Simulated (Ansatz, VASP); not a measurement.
Two plane-wave programs on TeP

```
Te P
1.0
     3.48439    0.00000    0.00000
     0.00000    3.48439    0.00000
     0.00000    0.00000    3.48483
Te P
1 1
Direct
  0.00000 0.00000 0.50000
  0.50000 0.50000 0.00000
```

Change from the starting cell: species swapped into the CdAu type (Pmma, No. 51).

Alike in both runs: functional PBE; k mesh 16 × 16 × 16; occupations gaussian, width 0.1 eV; no spin polarisation.

Ansatz relaxed the structure, and its values are those at the end. VASP's run is a single point on that final structure, the one shown.

```csv
,VASP,Ansatz
version,VASP 6.6.1,Ansatz 0.2.0
potentials or method,"VASP PAW PBE potentials, release 64 (Te, P), cutoff 500 eV","scalar-relativistic, plane waves, PAW"
valence electrons in the cell,11,21
```

```tsv
	VASP	Ansatz	Ansatz less VASP
gap on the k mesh at the Fermi level (eV)	none	none	-
pressure (GPa)	-0.1	0.0	+0.14
```

A gap of «none» marks a metal or a gap that the smearing closes. With one functional, cell and mesh, what is left measures potentials, basis and numerics. VASP's potentials hold 11 valence electrons a cell and Ansatz's 21, so a difference there can come from the potentials and not from the codes.

Neither program's run includes spin-orbit coupling.
